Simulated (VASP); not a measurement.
Wanted: the native input for a VASP 6.6.1 run.

- Task: single point
- Functional: LDA
- Potentials or basis: VASP PAW LDA potentials, release 64 (Sn_d)
- Cutoff: 400 eV
- k mesh: 8 × 8 × 6
- Occupations: gaussian, width 0.1 eV
- Spin: no spin polarisation
- Dipole correction: no
- Further INCAR settings: ALGO = Normal; EDIFF = 1e-06; NBANDS = 13

The structure of Sn lies in POSCAR:

```
Sn
1.0
    4.3585440000      0.0000000000      0.0000000000
    0.0000000000      4.3585440000      0.0000000000
    0.0000000000      0.0000000000      6.1924610000
Sn
1
Direct
    0.5000000000      0.5000000000      0.5000000000
```

The input as run:

INCAR

```
ALGO     = Normal         # electronic algorithm
EDIFF    = 1E-6           # SCF threshold, eV
ENCUT    = 400            # plane-wave cutoff, eV
GGA      = CA             # functional
GGA_COMPAT= False        
ISIF     = 2              # what is computed and relaxed
ISMEAR   = 0              # smearing method
LASPH    = True           # aspherical terms in the spheres
LCHARG   = False          # write CHGCAR
LREAL    = False          # projectors in reciprocal space
LWAVE    = False          # write WAVECAR
NBANDS   = 13             # bands
NELM     = 120            # most SCF steps
PREC     = Accurate       # precision mode
SIGMA    = 0.1            # smearing width, eV
```

KPOINTS

```
k-points
0
Gamma
  8 8 6
```

Potentials or basis: VASP PAW LDA potentials, release 64 (Sn_d).

Run with:

```sh
$ cat potpaw_LDA.64/Sn_d/POTCAR > POTCAR
$ mpirun -np 1 vasp_std > vasp.out
```

It gave:

| Quantity | Value |
| --- | --- |
| Pressure | -2.7 GPa |
| Band gap on the k mesh | zero (bands 7 and 8 overlap by 0.63 eV) |

Caveat: spin-orbit coupling is left out, which moves the levels of the heavy elements.

Run time: 29 s on 1 thread of Intel(R) Xeon(R) Platinum 8375C CPU @ 2.90GHz (Ice Lake), on a shared host, peak memory 0.18 GiB.
